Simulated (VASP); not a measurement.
The system is Nb4P3.

```
Nb P
1.0
     3.60624    0.00000    0.00000
     0.00000    3.60624    0.00000
     0.00000    0.00000   10.20000
Nb P
4 3
Direct
  0.00000 0.00000 0.00000
  0.50000 0.50000 0.75000
  0.00000 0.00000 0.50000
  0.50000 0.50000 0.25000
  0.00000 0.00000 0.75000
  0.50000 0.50000 0.50000
  0.00000 0.00000 0.25000
```

This cell differs from its parent crystal: atoms taken out.

```yaml
Program: VASP 6.6.1
Task: relaxation of cell and atoms
Functional: PBE
Potentials_or_basis: VASP PAW PBE potentials, release 64 (Nb_sv, P)
Cutoff: 600 eV
k_mesh: 6 × 6 × 2
Occupations: gaussian, width 0.1 eV
Spin: no spin polarisation
```

At the start: pressure -11.7 GPa; volume 18.95 Å³/atom.

Task: How do energy, volume and symmetry change on relaxing?

Result: Over 14 steps the energy falls by 79.4 meV/atom and the volume is 17.28 Å³/atom (-8.8 %); space group P4/mmm (No. 123, to 0.1 Å) before and after.

The path:
| step | energy change (eV) | largest force (eV/Å) | pressure (GPa) | volume (Å³) |
| --- | --- | --- | --- | --- |
| 1 | 0.0000 | 1.0128 | -11.70 | 132.65 |
| 2 | 0.5338 | 1.3171 | 26.14 | 107.80 |
| 3 | -0.4829 | 0.8868 | 0.08 | 121.67 |
| 4 | -0.4835 | 0.8787 | 0.53 | 121.35 |
| 5 | -0.5369 | 0.2811 | 0.30 | 121.40 |
| 6 | -0.5403 | 0.2479 | 0.27 | 121.42 |
| 7 | -0.5445 | 0.1009 | -0.60 | 121.91 |
| 8 | -0.5450 | 0.1372 | -0.39 | 121.79 |
| 9 | -0.5485 | 0.1113 | 0.13 | 121.30 |
| 10 | -0.5499 | 0.0828 | 0.75 | 120.74 |
| 11 | -0.5516 | 0.0718 | 0.66 | 120.77 |
| 12 | -0.5552 | 0.0366 | 0.37 | 120.87 |
| 13 | -0.5540 | 0.0346 | -0.17 | 121.06 |
| 14 | -0.5561 | 0.0218 | 0.14 | 120.94 |

Final structure:
```xyz
7
Lattice="3.5224 0.0000 0.0000 0.0000 3.5224 0.0000 0.0000 0.0000 9.7475" Properties=species:S:1:pos:R:3 pbc="T T T"
Nb    0.0000    0.0000    0.0000
Nb    1.7612    1.7612    7.3966
Nb    0.0000    0.0000    4.8738
Nb    1.7612    1.7612    2.3509
P     0.0000    0.0000    7.3699
P     1.7612    1.7612    4.8738
P     0.0000    0.0000    2.3776
```

Caveat: the cell differs from its parent crystal (atoms taken out).
